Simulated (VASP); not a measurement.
# Mg2Sb3 (Immm) in VASP: single point with PBEsol

Aim: the single point of Mg2Sb3 with PBEsol.

All numbers are computed with VASP 6.6.1; they aren't measurements. Logs are shortened: lines on timing, memory, paths and dates and some standing lists are left out, and cuts for length are marked.

### 1 The cell of the first run

It takes space group Immm (No. 71, orthorhombic). The conventional cell has a = 3.846 Å, b = 8.050 Å, c = 8.127 Å, α = 90.00°, β = 90.00°, γ = 90.00°. Mg (site symmetry mm2) has 8 Sb at 3.01 to 3.30 Å and 3 Mg at 3.50 to 3.85 Å within 4.0 Å. Within 4.0 Å of Sb (site symmetry mmm) lie 4 Mg at 3.01 Å and 6 Sb at 3.04 to 3.85 Å. Within 4.0 Å of Sb (site symmetry m2m) lie 5 Sb at 3.04 to 3.85 Å and 6 Mg at 3.09 to 3.30 Å.

### 2 Single point, PBEsol

Contents of INCAR:

```
PREC     = Accurate       # precision mode
ENCUT    = 520            # plane-wave cutoff, eV
EDIFF    = 1E-7           # SCF threshold, eV
ISMEAR   = 0              # smearing method
SIGMA    = 0.1            # smearing width, eV
LREAL    = False          # projectors in reciprocal space
LASPH    = True           # aspherical terms in the spheres
NELM     = 100            # most SCF steps
ALGO     = Normal         # electronic algorithm
ISIF     = 2              # what is computed and relaxed
LWAVE    = False          # write WAVECAR
LCHARG   = False          # write CHGCAR
GGA      = PS             # functional
NBANDS   = 18             # bands
```

Contents of KPOINTS:

```
Automatic mesh
0
Gamma
  10 10 10
```

Contents of POSCAR:

```
Mg2Sb3
1.0
   -1.9231878083      4.0247978785      4.0636389079
    1.9231878083     -4.0247978785      4.0636389079
    1.9231878083      4.0247978785     -4.0636389079
Mg Sb
2 3
Direct
    0.7152152823      0.2152152823      0.5000000000
    0.2847847177      0.7847847177      0.5000000000
    0.0000000000      0.0000000000      0.0000000000
    0.7078202051      0.5000000000      0.2078202051
    0.2921797949      0.5000000000      0.7921797949
```

Potentials or basis: VASP PAW PBE potentials, release 64 (Mg, Sb).

On the command line:

```sh
$ cat potpaw_PBE.64/Mg/POTCAR potpaw_PBE.64/Sb/POTCAR > POTCAR
$ mpirun -np 1 vasp_std > vasp.out
```

OUTCAR:

```text
PREC = Accurate
   ENCUT = 520
   EDIFF = 1E-7
   ISMEAR = 0
   LREAL = False
   LASPH = True
   NELM = 100
   ISIF = 2
   GGA = PS

 ion  position               nearest neighbor table
   1  0.715  0.215  0.500-   3 3.01   3 3.01   5 3.09   4 3.09   4 3.09   5 3.09   5 3.30   4 3.30
                             2 3.50
   2  0.285  0.785  0.500-   3 3.01   3 3.01   5 3.09   4 3.09   4 3.09   5 3.09   5 3.30   4 3.30
                             1 3.50
   3  0.000  0.000  0.000-   2 3.01   1 3.01   2 3.01   1 3.01   5 3.04   5 3.04   4 3.04   4 3.04

   4  0.708  0.500  0.208-   3 3.04   3 3.04   1 3.09   2 3.09   1 3.09   2 3.09   2 3.30   1 3.30
                             5 3.35
   5  0.292  0.500  0.792-   3 3.04   3 3.04   2 3.09   1 3.09   2 3.09   1 3.09   2 3.30   1 3.30
                             4 3.35

  LATTYP: Found a body centered orthorhombic cell.
 ALAT       =     3.8463756166
 B/A-ratio  =     2.0927742268
 C/A-ratio  =     2.1129703976

  Lattice vectors:

 A1 = (  -1.9231878083,   4.0247978785,   4.0636389079)
 A2 = (   1.9231878083,  -4.0247978785,   4.0636389079)
 A3 = (   1.9231878083,   4.0247978785,  -4.0636389079)

Analysis of symmetry for initial positions (statically):
=====================================================================
 Subroutine PRICEL returns:
 Original cell was already a primitive cell.

 Routine SETGRP: Setting up the symmetry group for a
 body centered orthorhombic supercell.

 Subroutine GETGRP returns: Found  8 space group operations
 (whereof  8 operations were pure point group operations)
 out of a pool of  8 trial point group operations.

The static configuration has the point symmetry D_2h.

Analysis of symmetry for dynamics (positions and initial velocities):
=====================================================================
 Subroutine PRICEL returns:
 Original cell was already a primitive cell.

 Routine SETGRP: Setting up the symmetry group for a
 body centered orthorhombic supercell.

 Subroutine GETGRP returns: Found  8 space group operations
 (whereof  8 operations were pure point group operations)
 out of a pool of  8 trial point group operations.

The dynamic configuration has the point symmetry D_2h.

 Subroutine INISYM returns: Found  8 space group operations
 (whereof  8 operations are pure point group operations),
 and found     1 'primitive' translations
[... 101 lines left out ...]
   EDIFF  = 0.1E-06   stopping-criterion for ELM
   LREAL  =      F    real-space projection
   EDIFFG = 0.1E-05   stopping-criterion for IOM
   NSW    =      0    number of steps for IOM
   IBRION =     -1    ionic relax: 0-MD 1-quasi-New 2-CG
   NFREE  =      0    steps in history (QN), initial steepest desc. (CG)
   ISIF   =      2    stress and relaxation
   ISYM   =      2    0-nonsym 1-usesym 2-fastsym
   POTIM  = 0.5000    time-step for ionic-motion
   TEBEG  =    0.0;   TEEND  =   0.0 temperature during run
   PSTRESS=    0.0 pullay stress
   NELECT =      19.0000    total number of electrons
   NUPDOWN=      -1.0000    fix difference up-down
   EMIN   =  10.00;   EMAX   =-10.00  energy-range for DOS
   EFERMI =   0.00;   METHOD = LEGACY
   ISMEAR =     0;   SIGMA  =   0.10  broadening in eV -4-tet -1-fermi 0-gaus
   EFERMI_NEDOS =   21; number of points for ismear=-14 and -15
   IALGO  =     38    algorithm
   IMIX   =      4    mixing-type and parameters
     AMIX     =   0.40;   BMIX     =  1.00
     AMIX_MAG =   1.60;   BMIX_MAG =  1.00
  volume/ion in A,a.u.               =      25.16       169.81
  Fermi-wavevector in a.u.,A,eV,Ry     =   0.871791  1.647446 10.340695  0.760020
  Thomas-Fermi vector in A             =   1.990949
   LORBIT       =      0    0 simple, 1 ext, 2 COOP (PROOUT), +10 PAW based schemes
   GGA     = PS    functional components
   LHFCALC =     F    Hartree Fock is set to
   AEXX    =    0.0000 exact exchange contribution
   IVDW    =     0    specifies the selected vdW correction
   LEPSILON=     F    determine dielectric tensor
   LRPA    =     F    only Hartree local field effects (RPA)
 non-spin polarized calculation
 Gauss-broadening in eV      SIGMA  =   0.10
  energy-cutoff  :      520.00
  volume of cell :      125.82
 maximum number of plane-waves:      3414
 NGX is ok and might be reduce to    48
   NGX = 23   NGY = 23   NGZ = 23

 number of electron      19.0000001 magnetization

 Free energy of the ion-electron system (eV)
  ---------------------------------------------------
  ext. energy  EPLUGINS =         0.00000000
  ---------------------------------------------------
  free energy    TOTEN  =       -17.76230777 eV

  energy without entropy =      -17.75175593  energy(sigma->0) =      -17.75703185

 E-fermi :   6.0725     XC(G=0):  -9.6150

 val. band max:        6.0696702567   @ k =  -0.4000  -0.4000   0.3000
 cond. band min:       6.0841635467   @ k =   0.4000   0.2000   0.0000
 fundamental gap:      0.0144932900
 Fermi energy:         6.0725067271

 k-point     1 :       0.0000    0.0000    0.0000
  band No.  band energies     occupation
      1      -5.7708      2.00000
      2      -3.0055      2.00000
      3      -2.2025      2.00000
      4       2.4056      2.00000
      5       2.7782      2.00000
      6       3.9194      2.00000
[... 481 lines left out ...]
      5       2.0686      2.00000
      6       3.2191      2.00000
[... 10 lines left out ...]
     17      12.3010      0.00000
     18      12.6285      0.00000

 [... further k-points ...]

------------------------ aborting loop because EDIFF is reached ----------------------------------------

  FORCE on cell =-STRESS in cart. coord.  units (eV):
  Direction    XX          YY          ZZ          XY          YZ          ZX
  --------------------------------------------------------------------------------------
  -------------------------------------------------------------------------------------
  Total        0.1131269      0.1703569     -0.0247993     -0.0000000      0.0000000      0.0000000
  in kB        1.4405742      2.1693488     -0.3157976     -0.0000000      0.0000000      0.0000000
  external PRESSURE =       1.0980418 kB  Pullay stress =       0.0000000 kB

 VOLUME and BASIS-vectors are now :
 -----------------------------------------------------------------------------
  energy-cutoff  :      520.00
  volume of cell :      125.82
      direct lattice vectors                 reciprocal lattice vectors
    -1.923187808  4.024797879  4.063638908     0.000000000  0.124229841  0.123042429
     1.923187808 -4.024797879  4.063638908     0.259985009  0.000000000  0.123042429
     1.923187808  4.024797879 -4.063638908     0.259985009  0.124229841  0.000000000

 POSITION                                       TOTAL-FORCE (eV/Angst)
 -----------------------------------------------------------------------------------
      0.00000      4.02480      1.74911        -0.000000     -0.000000     -0.007147
      1.92319     -0.00000      2.31452         0.000000      0.000000      0.007147
      0.00000      0.00000      0.00000         0.000000      0.000000     -0.000000
      0.00000      1.67287      4.06364         0.000000     -0.007138     -0.000000
      1.92319      2.35193      0.00000         0.000000      0.007138     -0.000000
 -----------------------------------------------------------------------------------
    total drift:                                0.000000     -0.000000      0.000000

  FREE ENERGIE OF THE ION-ELECTRON SYSTEM (eV)
  ---------------------------------------------------
  free  energy   TOTEN  =       -17.7623077657 eV

  energy  without entropy=      -17.7517559316  energy(sigma->0) =      -17.75703185
```

OSZICAR:

```text
N       E                     dE             d eps       ncg     rms          rms(c)
DAV:   1     0.568547706540E+02    0.56855E+02   -0.59373E+03  6156   0.783E+02
DAV:   2    -0.139233067400E+02   -0.70778E+02   -0.67550E+02  7626   0.128E+02
DAV:   3    -0.179636879468E+02   -0.40404E+01   -0.39365E+01  7814   0.312E+01
DAV:   4    -0.180106118718E+02   -0.46924E-01   -0.46786E-01  7422   0.369E+00
DAV:   5    -0.180111705930E+02   -0.55872E-03   -0.55869E-03  7600   0.481E-01    0.402E+00
DAV:   6    -0.178323340001E+02    0.17884E+00   -0.13116E-01  6992   0.133E+00    0.239E+00
DAV:   7    -0.177650690621E+02    0.67265E-01   -0.15244E-01  7226   0.147E+00    0.409E-01
DAV:   8    -0.177623381978E+02    0.27309E-02   -0.97470E-03  6844   0.474E-01    0.518E-02
DAV:   9    -0.177623147899E+02    0.23408E-04   -0.40577E-04  7572   0.110E-01    0.220E-02
DAV:  10    -0.177623088006E+02    0.59893E-05   -0.37779E-05  7350   0.291E-02    0.667E-03
DAV:  11    -0.177623081812E+02    0.61937E-06   -0.24297E-06  7298   0.813E-03    0.274E-03
DAV:  12    -0.177623078300E+02    0.35119E-06   -0.38877E-07  7052   0.278E-03    0.844E-04
DAV:  13    -0.177623077657E+02    0.64295E-07   -0.23537E-08  3726   0.856E-04
   1 F= -.17762308E+02 E0= -.17757032E+02  d E =-.105518E-01
```

It took 5.8 min on 1 thread of Intel Xeon Platinum 8488C (Sapphire Rapids), shared host; peak memory 0.57 GiB.

What came out:

| Property | Result |
| --- | --- |
| Free energy | -17.7623 eV |
| Pressure | 0.1 GPa |
| Largest force | 0.007 eV/Å |
| Band gap on the k mesh | zero (an odd number of electrons rules out a gap without spin polarisation) |

Forces in eV/Å, atoms in the order of the input:
```
Mg   0.000  0.000 -0.007
Mg   0.000  0.000  0.007
Sb   0.000  0.000  0.000
Sb   0.000 -0.007  0.000
Sb   0.000  0.007  0.000
```

Caveat: the PAW data sets were made with another functional, which shifts forces and pressure a little; spin-orbit coupling is left out, which moves the levels of the heavy elements.
